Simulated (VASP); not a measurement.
Input of a VASP 6.6.1 run:

Contents of INCAR:

```
SYSTEM = BaF2
PREC = Accurate ; ENCUT = 600
EDIFF = 1E-7 ; ISMEAR = -1
SIGMA = 0.02 ; LREAL = .False.
LASPH = .True. ; NELM = 120
ALGO = Normal ; ISIF = 3
LWAVE = .False. ; LCHARG = .False.
GGA = PE ; IBRION = 2
NSW = 32 ; EDIFFG = -0.005
GGA_COMPAT = .False. ; NELMIN = 4
```

KPOINTS

```
Automatic mesh
0
Gamma
  7 7 7
  0 0 0
```

Contents of POSCAR:

```
BaF2
1.0
    0.0000000000      3.1230132130      3.1230132130
    3.1230132130      0.0000000000      3.1230132130
    3.1230132130      3.1230132130      0.0000000000
Ba F
1 2
Direct
    0.0000000000      0.0000000000      0.0000000000
    0.2500000000      0.2500000000      0.2500000000
    0.7500000000      0.7500000000      0.7500000000
```

Potentials or basis: VASP PAW PBE potentials, release 64 (Ba_sv, F).

Launch:

```bash
$ cat potpaw_PBE.64/Ba_sv/POTCAR potpaw_PBE.64/F/POTCAR > POTCAR
$ mpirun -np 1 vasp_std > vasp.out
```

(1) Estimate the relaxed volume.

(2) Estimate the band gap on the k mesh.

Results:

(1) 20.65 Å³/atom.

(2) 6.61 eV (least direct gap 6.65 eV).

Caveat: spin-orbit coupling is left out, which moves the levels of the heavy elements; an odd mesh through Γ misses points on the zone boundary, where band edges can lie.
